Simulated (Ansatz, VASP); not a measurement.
## WSe in VASP and in Ansatz

```
W Se
1.0
     0.00000    2.58235    2.58235
     2.58235    0.00000    2.58235
     2.58235    2.58235    0.00000
W Se
1 1
Direct
  0.00000 0.00000 0.00000
  0.50000 0.50000 0.50000
```

Alike in both runs: task single point; functional PBEsol; k mesh 14 × 14 × 14; occupations gaussian, width 0.05 eV; no spin polarisation; Hubbard terms W d U = 4.0 eV.

```csv
,VASP,Ansatz
version,VASP 6.6.1,Ansatz 0.2.0
potentials or method,"VASP PAW PBE potentials, release 64 (W_sv, Se), cutoff 520 eV","scalar-relativistic, plane waves, PAW"
valence electrons in the cell,20,30
```

VASP gave:

- gap on the k mesh at the Fermi level (eV): none
- pressure (GPa): 4.4

Question: What did Ansatz give for the same quantities?

Answer: gap on the k mesh at the Fermi level (eV): none; pressure (GPa): 1.8.

VASP's potentials were made for PBE, not for PBEsol. The programs project onto different local orbitals, so the same U acts differently, and such runs can settle in different states. A gap of «none» marks a metal or a gap that the smearing closes. VASP's potentials hold 20 valence electrons a cell and Ansatz's 30, so a difference there can come from the potentials and not from the codes. Ansatz's warnings: filled band counts differ across k points.

Neither program's run includes spin-orbit coupling.
